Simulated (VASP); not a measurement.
# AlN (P6_3mc) in VASP: notebook, part 3 of 3

VASP 6.6.1.

### 4 Single point, PBE (engineering shear strain xz +0.0000, normal strain along z +0.0200)

Contents of INCAR:

```
PREC = Accurate ; ENCUT = 520
EDIFF = 1E-7 ; ISMEAR = 0
SIGMA = 0.05 ; LREAL = False
LASPH = True ; NELM = 80
ALGO = Normal ; ISIF = 2
LWAVE = False ; LCHARG = False
GGA = PE ; NBANDS = 16
```

Contents of KPOINTS:

```
regular mesh
0
Gamma
  9 9 6
```

Contents of POSCAR:

```
AlN
1.0
    3.1298889828      0.0000000000      0.0000000000
   -1.5649444914      2.7105633702      0.0000000000
    0.0000000000      0.0000000000      5.1172954220
Al N
2 2
Direct
    0.3333333333      0.6666666667      0.0034110822
    0.6666666667      0.3333333333      0.5034110822
    0.3333333333      0.6666666667      0.3815889178
    0.6666666667      0.3333333333      0.8815889178
```

Potentials or basis: VASP PAW PBE potentials, release 64 (Al, N).

Command:

```
$ cat potpaw_PBE.64/Al/POTCAR potpaw_PBE.64/N/POTCAR > POTCAR
$ mpirun -np 1 vasp_std > vasp.out
```

OUTCAR:

```text
PREC = Accurate
   ENCUT = 520
   EDIFF = 1E-7
   ISMEAR = 0
   LREAL = False
   LASPH = True
   NELM = 80
   ISIF = 2
   GGA = PE

 ion  position               nearest neighbor table
   1  0.333  0.667  0.003-   4 1.91   4 1.91   4 1.91   3 1.94   2 3.13   2 3.13   2 3.13   2 3.13
                             2 3.13   2 3.13
   2  0.667  0.333  0.503-   3 1.91   3 1.91   3 1.91   4 1.94   1 3.13   1 3.13   1 3.13   1 3.13
                             1 3.13   1 3.13
   3  0.333  0.667  0.382-   2 1.91   2 1.91   2 1.91   1 1.94
   4  0.667  0.333  0.882-   1 1.91   1 1.91   1 1.91   2 1.94

  LATTYP: Found a hexagonal cell.
 ALAT       =     3.1298889828
 C/A-ratio  =     1.6349766558

  Lattice vectors:

 A1 = (   3.1298889828,   0.0000000000,   0.0000000000)
 A2 = (  -1.5649444914,   2.7105633702,   0.0000000000)
 A3 = (   0.0000000000,   0.0000000000,   5.1172954220)

Analysis of symmetry for initial positions (statically):
=====================================================================
 Subroutine PRICEL returns:
 Original cell was already a primitive cell.

 Routine SETGRP: Setting up the symmetry group for a
 hexagonal supercell.

 Subroutine GETGRP returns: Found 12 space group operations
 (whereof  6 operations were pure point group operations)
 out of a pool of 24 trial point group operations.

The static configuration has the point symmetry C_3v.
 The point group associated with its full space group is C_6v.

Analysis of symmetry for dynamics (positions and initial velocities):
=====================================================================
 Subroutine PRICEL returns:
 Original cell was already a primitive cell.

 Routine SETGRP: Setting up the symmetry group for a
 hexagonal supercell.

 Subroutine GETGRP returns: Found 12 space group operations
 (whereof  6 operations were pure point group operations)
 out of a pool of 24 trial point group operations.

The dynamic configuration has the point symmetry C_3v.
 The point group associated with its full space group is C_6v.

 Subroutine INISYM returns: Found 12 space group operations
 (whereof  6 operations are pure point group operations),
 and found     1 'primitive' translations

----------------------------------------------------------------------------------------

                                     Primitive cell

  volume of cell :      43.4139

  direct lattice vectors                    reciprocal lattice vectors
     3.129888983  0.000000000  0.000000000     0.319500150  0.184463498  0.000000000
    -1.564944491  2.710563370  0.000000000     0.000000000  0.368926995  0.000000000
     0.000000000  0.000000000  5.117295422     0.000000000  0.000000000  0.195415726

  length of vectors
     3.129888983  3.129888983  5.117295422     0.368926995  0.368926995  0.195415726

  position of ions in fractional coordinates (direct lattice)
     0.333333333  0.666666667  0.003411082
     0.666666667  0.333333333  0.503411082
     0.333333333  0.666666667  0.381588918
     0.666666667  0.333333333  0.881588918

  ion indices of the primitive-cell ions
   primitive index   ion index
                 1           1
                 2           2
                 3           3
                 4           4

----------------------------------------------------------------------------------------

 KPOINTS: regular mesh

Automatic generation of k-mesh.
 Grid dimensions read from file:
 generate k-points for:    9    9    6

 Generating k-lattice:

  Cartesian coordinates                     Fractional coordinates (reciprocal lattice)
     0.035500017  0.020495944  0.000000000     0.111111111  0.000000000  0.000000000
     0.000000000  0.040991888  0.000000000     0.000000000  0.111111111  0.000000000
     0.000000000  0.000000000  0.032569288     0.000000000  0.000000000  0.166666667

  Length of vectors
     0.040991888  0.040991888  0.032569288

  Shift w.r.t. Gamma in fractional coordinates (k-lattice)
     0.000000000  0.000000000  0.000000000

 Subroutine IBZKPT returns following result:
 ===========================================

 Found     48 irreducible k-points:

 Following reciprocal coordinates:
            Coordinates               Weight
  0.000000  0.000000  0.000000      1.000000
  0.111111  0.000000  0.000000      6.000000
  0.222222 -0.000000  0.000000      6.000000
  0.333333  0.000000  0.000000      6.000000
  0.444444 -0.000000  0.000000      6.000000
  0.111111  0.111111  0.000000      6.000000
[... 16 lines left out ...]
  0.333333  0.222222  0.166667     24.000000
  0.333333  0.333333  0.166667      4.000000
 [... further k-points ...]
   k-points           NKPTS =     48   k-points in BZ     NKDIM =     48   number of bands    NBANDS=     16
   number of dos      NEDOS =    301   number of ions     NIONS =      4
   total plane-waves  NPLWV =  23040
   dimension x,y,z NGX =    24 NGY =   24 NGZ =   40
   dimension x,y,z NGXF=    48 NGYF=   48 NGZF=   80
   ions per type =               2   2
   NGX,Y,Z   is equivalent  to a cutoff of  12.75, 12.75, 12.99 a.u.
   NGXF,Y,Z  is equivalent  to a cutoff of  25.50, 25.50, 25.99 a.u.
 SYSTEM =  unknown system
   PREC   = accura    normal or accurate (medium, high low for compatibility)
   ISTART =      0    job   : 0-new  1-cont  2-samecut
   ICHARG =      2    charge: 1-file 2-atom 10-const
   ISPIN  =      1    spin polarized calculation?
   LNONCOLLINEAR =      F non collinear calculations
   LSORBIT =      F    spin-orbit coupling
   LASPH  =      T    aspherical Exc in radial PAW
   ENCUT  =  520.0 eV  38.22 Ry    6.18 a.u.   5.82  5.82  9.51*2*pi/ulx,y,z
   NELM   =     80;   NELMIN=  2; NELMDL= -5     # of ELM steps
   EDIFF  = 0.1E-06   stopping-criterion for ELM
   LREAL  =      F    real-space projection
   EDIFFG = 0.1E-05   stopping-criterion for IOM
   NSW    =      0    number of steps for IOM
   IBRION =     -1    ionic relax: 0-MD 1-quasi-New 2-CG
   NFREE  =      0    steps in history (QN), initial steepest desc. (CG)
   ISIF   =      2    stress and relaxation
   ISYM   =      2    0-nonsym 1-usesym 2-fastsym
   POTIM  = 0.5000    time-step for ionic-motion
   TEBEG  =    0.0;   TEEND  =   0.0 temperature during run
   PSTRESS=    0.0 pullay stress
   NELECT =      16.0000    total number of electrons
   NUPDOWN=      -1.0000    fix difference up-down
   EMIN   =  10.00;   EMAX   =-10.00  energy-range for DOS
   EFERMI =   0.00;   METHOD = LEGACY
   ISMEAR =     0;   SIGMA  =   0.05  broadening in eV -4-tet -1-fermi 0-gaus
   EFERMI_NEDOS =   21; number of points for ismear=-14 and -15
   IALGO  =     38    algorithm
   IMIX   =      4    mixing-type and parameters
     AMIX     =   0.40;   BMIX     =  1.00
     AMIX_MAG =   1.60;   BMIX_MAG =  1.00
  volume/ion in A,a.u.               =      10.85        73.24
  Fermi-wavevector in a.u.,A,eV,Ry     =   1.173740  2.218047 18.744272  1.377665
  Thomas-Fermi vector in A             =   2.310148
   LORBIT       =      0    0 simple, 1 ext, 2 COOP (PROOUT), +10 PAW based schemes
   GGA     = PE    functional components
   LHFCALC =     F    Hartree Fock is set to
   AEXX    =    0.0000 exact exchange contribution
   IVDW    =     0    specifies the selected vdW correction
   LEPSILON=     F    determine dielectric tensor
   LRPA    =     F    only Hartree local field effects (RPA)
 non-spin polarized calculation
 Gauss-broadening in eV      SIGMA  =   0.05
  energy-cutoff  :      520.00
  volume of cell :       43.41
 maximum number of plane-waves:      1184
 NGX is ok and might be reduce to    24
   NGX = 11   NGY = 11   NGZ = 19

 number of electron      15.9999999 magnetization

 Free energy of the ion-electron system (eV)
  ---------------------------------------------------
  ext. energy  EPLUGINS =         0.00000000
  ---------------------------------------------------
  free energy    TOTEN  =       -29.76147311 eV

  energy without entropy =      -29.76147311  energy(sigma->0) =      -29.76147311

 E-fermi :   5.8854     XC(G=0): -10.7445

 val. band max:        5.6659922080   @ k =   0.0000   0.0000   0.0000
 cond. band min:       9.6282483679   @ k =   0.0000   0.0000   0.0000
 fundamental gap:      3.9622561599
 Fermi energy:         5.8854032823

 k-point     1 :       0.0000    0.0000    0.0000
  band No.  band energies     occupation
      1      -9.1698      2.00000
      2      -7.2219      2.00000
      3      -0.1112      2.00000
      4       5.0441      2.00000
      5       5.0441      2.00000
      6       5.6300      2.00000
[... 433 lines left out ...]
      3       1.2815      2.00000
      4       1.7050      2.00000
      5       1.7050      2.00000
      6       3.1408      2.00000
[... 8 lines left out ...]
     15      18.7088      0.00000
     16      20.4227      0.00000

 [... further k-points ...]
[... 5 lines left out ...]
  --------------------------------------------------------------------------------------
  -------------------------------------------------------------------------------------
  Total       -0.5307835     -0.5307835     -1.9352888      0.0000000     -0.0000000      0.0000000
  in kB      -19.5884020    -19.5884020    -71.4212369      0.0000000     -0.0000000      0.0000000
  external PRESSURE =     -36.8660136 kB  Pullay stress =       0.0000000 kB

 VOLUME and BASIS-vectors are now :
 -----------------------------------------------------------------------------
  energy-cutoff  :      520.00
  volume of cell :       43.41
      direct lattice vectors                 reciprocal lattice vectors
     3.129888983  0.000000000  0.000000000     0.319500150  0.184463498  0.000000000
    -1.564944491  2.710563370  0.000000000     0.000000000  0.368926995  0.000000000
     0.000000000  0.000000000  5.117295422     0.000000000  0.000000000  0.195415726

 POSITION                                       TOTAL-FORCE (eV/Angst)
 -----------------------------------------------------------------------------------
     -0.00000      1.80704      0.01746        -0.000000     -0.000000     -0.005895
      1.56494      0.90352      2.57610         0.000000      0.000000     -0.005895
     -0.00000      1.80704      1.95270        -0.000000      0.000000      0.005895
      1.56494      0.90352      4.51135         0.000000      0.000000      0.005895
 -----------------------------------------------------------------------------------
    total drift:                               -0.000000      0.000000     -0.000678

  FREE ENERGIE OF THE ION-ELECTRON SYSTEM (eV)
  ---------------------------------------------------
  free  energy   TOTEN  =       -29.7614731064 eV

  energy  without entropy=      -29.7614731064  energy(sigma->0) =      -29.76147311
```

OSZICAR:

```text
N       E                     dE             d eps       ncg     rms          rms(c)
DAV:   1     0.405101084778E+02    0.40510E+02   -0.72164E+03  1544   0.892E+02
DAV:   2    -0.307794492430E+02   -0.71290E+02   -0.65195E+02  2208   0.183E+02
DAV:   3    -0.343507090059E+02   -0.35713E+01   -0.35569E+01  1888   0.423E+01
DAV:   4    -0.343731510789E+02   -0.22442E-01   -0.22440E-01  1936   0.383E+00
DAV:   5    -0.343734421019E+02   -0.29102E-03   -0.29102E-03  1936   0.440E-01    0.119E+01
DAV:   6    -0.297446932332E+02    0.46287E+01   -0.10765E+01  1848   0.235E+01    0.408E+00
DAV:   7    -0.297736623589E+02   -0.28969E-01   -0.63749E-01  1648   0.561E+00    0.289E+00
DAV:   8    -0.297662529868E+02    0.74094E-02   -0.64422E-02  1752   0.233E+00    0.633E-01
DAV:   9    -0.297609098731E+02    0.53431E-02   -0.12622E-02  2040   0.824E-01    0.256E-01
DAV:  10    -0.297615621110E+02   -0.65224E-03   -0.24352E-03  1696   0.309E-01    0.141E-01
DAV:  11    -0.297614701065E+02    0.92005E-04   -0.19166E-04  1792   0.105E-01    0.353E-02
DAV:  12    -0.297614733185E+02   -0.32120E-05   -0.12743E-05  1720   0.285E-02    0.711E-03
DAV:  13    -0.297614731008E+02    0.21769E-06   -0.45136E-06  1896   0.161E-02    0.554E-03
DAV:  14    -0.297614731064E+02   -0.55405E-08   -0.34941E-07  1752   0.499E-03
   1 F= -.29761473E+02 E0= -.29761473E+02  d E =-.252186E-12
```

Run time: 11 s. Hardware: 1 thread of Intel Xeon Platinum 8481C at 2.70GHz (Sapphire Rapids), shared host; peak memory 0.16 GiB.

Results:

```
Free energy            : -29.7615 eV
Pressure               : -3.7 GPa
Largest force          : 0.006 eV/Å
Band gap on the k mesh : 3.96 eV, direct
```

Forces on the atoms (eV/Å):
```
Al   0.000  0.000 -0.006
Al   0.000  0.000 -0.006
N    0.000  0.000  0.006
N    0.000  0.000  0.006
```

Stress tensor (GPa, compression positive):
```
-1.96  0.00  0.00
 0.00 -1.96  0.00
 0.00  0.00 -7.14
```

Levels at points of the mesh, in eV from the valence-band top:
```tsv
k point	band 6	band 7	band 8	band 9	band 10	band 11
(0.00, 0.00, 0.00)	-0.04	-0.04	0.00	3.96	6.64	10.28
(0.00, 0.00, 0.50)	-0.34	-0.34	-0.34	6.31	6.31	10.04
```

Caveat: the cell differs from its parent crystal (engineering shear strain xz +0.0000, normal strain along z +0.0200).

### 5 The runs side by side

```tsv
cell	gap on the mesh (eV)	pressure (GPa)	largest force (eV/Å)
a = 3.130, b = 3.130, c = 4.816 Å, angles 90.0, 90.0, 120.0°, 4 atoms	4.15	7.7	-
a = 3.130, b = 3.130, c = 4.917 Å, angles 90.0, 90.0, 120.0°, 4 atoms	4.11	3.6	0.01
a = 3.130, b = 3.130, c = 5.117 Å, angles 90.0, 90.0, 120.0°, 4 atoms	3.96	-3.7	0.01
```

Alike in all rows: task single point; level PBE; potentials or basis VASP PAW PBE potentials, release 64 (Al, N); no spin polarisation; k mesh 9 × 9 × 6; cutoff (eV) 520; smearing gaussian 0.05 eV.

Absolute energies hang on the potentials; compare differences alone.
